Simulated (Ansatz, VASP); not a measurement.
## Two plane-wave programs on Sb

INCAR

```
PREC = Accurate
ENCUT = 520
EDIFF = 1E-8
ISMEAR = -1
SIGMA = 0.08
LREAL = F
LASPH = T
NELM = 100
ALGO = Normal
ISIF = 2
LWAVE = F
LCHARG = F
GGA = PS
LEFG = T
NBANDS = 8
```

Contents of KPOINTS:

```
Automatic mesh
0
Gamma
  12 12 12
```

POSCAR

```
Sb
1.0
    3.0954921035      0.0000000000      0.0000000000
    0.0000000000      3.0954921035      0.0000000000
    0.0000000000      0.0000000000      3.0954921035
Sb
1
Direct
    0.0000000000      0.0000000000      0.0000000000
```

Input for Ansatz:

```yaml
crystal:
  lattice:
    - [3.0954921035, 0.0, 0.0]
    - [0.0, 3.0954921035, 0.0]
    - [0.0, 0.0, 3.0954921035]
  atoms:
    - { symbol: Sb, position: [0.0, 0.0, 0.0] }
kpoints:
  mp_grid: { grid: [12, 12, 12] }
scf:
  occupations: { method: fermi_dirac, width: 0.08 }
hamiltonian:
  xc: pbesol
  pseudopotentials: { kind: paw }
output:
  forces: true
  stress: true
  eigenvalues: true
  efg: { contact_densities: true }
  write_density: true
  write_potential: true
  elf: true
  volumetric_format: npy
```

Change from the starting cell: volume scaled by 0.94, PAW files.

Alike in both runs: task electric field gradients; functional PBEsol; k mesh 12 × 12 × 12; occupations fermi-dirac, width 0.08 eV; no spin polarisation.

|  | VASP | Ansatz |
| --- | --- | --- |
| version | VASP 6.6.1 | Ansatz 0.2.0 |
| potentials or method | VASP PAW PBE potentials, release 64 (Sb) | PAW with Ansatz's default frozen-core files, scalar-relativistic |
| plane-wave cutoff (eV) | 520 | 420 |
| valence electrons in the cell | 5 | 15 |

|  | VASP | Ansatz | Ansatz less VASP |
| --- | --- | --- | --- |
| pressure (GPa) | -1.7 | -1.8 | -0.08 |

VASP's potentials were made for PBE, not for PBEsol. VASP's potentials hold 5 valence electrons a cell and Ansatz's 15, so a difference there can come from the potentials and not from the codes.

Neither program's run includes spin-orbit coupling.
